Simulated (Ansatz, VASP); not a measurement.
**CsH in VASP and in Ansatz**

```
Cs H
1.0
     3.63860    0.00000    0.00000
     0.00000    3.63860    0.00000
     0.00000    0.00000    3.63860
Cs H
1 1
Direct
  0.00000 0.00000 0.00000
  0.50000 0.50000 0.50000
```

Alike in both runs: functional LDA; k mesh 8 × 8 × 8; occupations gaussian, width 0.02 eV; no spin polarisation.

Ansatz relaxed the structure, and its values are those at the end. VASP's run is a single point on that final structure, the one shown.

```csv
,VASP,Ansatz
version,VASP 6.6.1,Ansatz 0.2.0
potentials or method,"VASP PAW LDA potentials, release 64 (Cs_sv, H), cutoff 520 eV","scalar-relativistic, plane waves, PAW"
valence electrons in the cell,10,10
```

VASP gave:

* gap on the k mesh at the Fermi level (eV): 2.35
* least direct gap on the mesh (eV): 2.35
* pressure (GPa): 0.1

Task: Estimate Ansatz's values.

Result: gap on the k mesh at the Fermi level (eV): 2.42; least direct gap on the mesh (eV): 2.42; pressure (GPa): 0.0.

LDA's correlation is that of Perdew and Zunger in VASP and of Perdew and Wang (1992) in Ansatz.

Spin-orbit coupling is off throughout.
